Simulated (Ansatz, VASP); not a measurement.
## Two plane-wave programs on Ge

File INCAR:

```
SYSTEM = Ge
ALGO     = Normal         ! electronic algorithm
EDIFF    = 1E-6           ! SCF threshold, eV
ENCUT    = 520            ! plane-wave cutoff, eV
ISIF     = 2              ! what is computed and relaxed
ISMEAR   = -1             ! smearing method
LASPH    = .True.         ! aspherical terms in the spheres
LCHARG   = .False.        ! write CHGCAR
LREAL    = .False.        ! projectors in reciprocal space
LWAVE    = .False.        ! write WAVECAR
NBANDS   = 13             ! bands
NELM     = 80             ! most SCF steps
PREC     = Accurate       ! precision mode
SIGMA    = 0.05           ! smearing width, eV
```

Contents of KPOINTS:

```
k-points
0
Gamma
  14 14 13
  0 0 0
```

The input POSCAR:

```
Ge
1.0
    1.3841464200     -2.5935302550     -0.0060168350
    1.4101515800      2.6075017450      0.0199883250
    0.0134911550      0.0134911550      2.6982310000
Ge
1
Direct
    0.5000000000      0.5000000000      0.0000000000
```

Input for Ansatz:

```yaml
crystal:
  lattice:
    - [1.38414642, -2.5935302549999997, -0.006016835]
    - [1.41015158, 2.607501745, 0.019988324999999998]
    - [0.013491155, 0.013491155, 2.698231]
  atoms:
    - { symbol: Ge, position: [0.5, 0.5, 0.0] }
basis:
  ecutwfc: 470.0
kpoints:
  mp_grid:
    grid: [14, 14, 13]
hamiltonian:
  xc: lda
scf:
  convergence:
    dr2_threshold: 1.0e-09
  occupations:
    method: fermi_dirac
    width: 0.05
output:
  stress: true
```

Alike in both runs: task single point; functional LDA; k mesh 14 × 14 × 13; occupations fermi-dirac, width 0.05 eV; no spin polarisation.

|  | VASP | Ansatz |
| --- | --- | --- |
| version | VASP 6.6.1 | Ansatz 0.2.0 |
| potentials or method | VASP PAW LDA potentials, release 64 (Ge_d), cutoff 520 eV | plane waves, PAW |
| valence electrons in the cell | 14 | 14 |

```tsv
	VASP	Ansatz	Ansatz less VASP
pressure (GPa)	-5.8	-5.7	+0.07
traceless stress, the component that is largest in VASP (GPa)	1.22	1.19	-0.034
```

LDA's correlation is that of Perdew and Zunger in VASP and of Perdew and Wang (1992) in Ansatz. Ansatz's warnings: stress scf threshold loose.
